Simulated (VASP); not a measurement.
# TeW: single point with PBEsol

The system is TeW.

```
W Te
1.0
     0.00000    3.02418    3.02418
     3.02418    0.00000    3.02418
     3.02418    3.02418    0.00000
W Te
1 1
Direct
  0.00000 0.00000 0.00000
  0.25000 0.25000 0.25000
```

- Program: VASP 6.6.1
- Task: single point
- Functional: PBEsol
- Potentials or basis: VASP PAW PBE potentials, release 64 (W_sv, Te)
- Cutoff: 520 eV
- k mesh: 12 × 12 × 12
- Occupations: gaussian, width 0.1 eV
- Spin: collinear spin
- Starting moments: [0.57, -0.01] μB
- Fixed moment: 0.75 μB
- Dipole correction: no
- Further INCAR settings: ALGO = Normal; EDIFF = 1e-07; NBANDS = 21

```yaml
Pressure: -0.7 GPa
Net_moment: 0.75 μB per cell
Site_moments: W +0.61; Te -0.02 μB
Valence_electrons_inside_the_program's_atomic_spheres: W 12.02; Te 3.54
```

It took 58 s on 1 thread of Intel(R) Xeon(R) 6975P-C (Granite Rapids), on a shared host, peak memory 0.29 GiB.

Caveat: the PAW data sets were made with another functional, which shifts forces and pressure a little; the total moment is fixed, so each spin has its own Fermi level and the state may be an excited one.
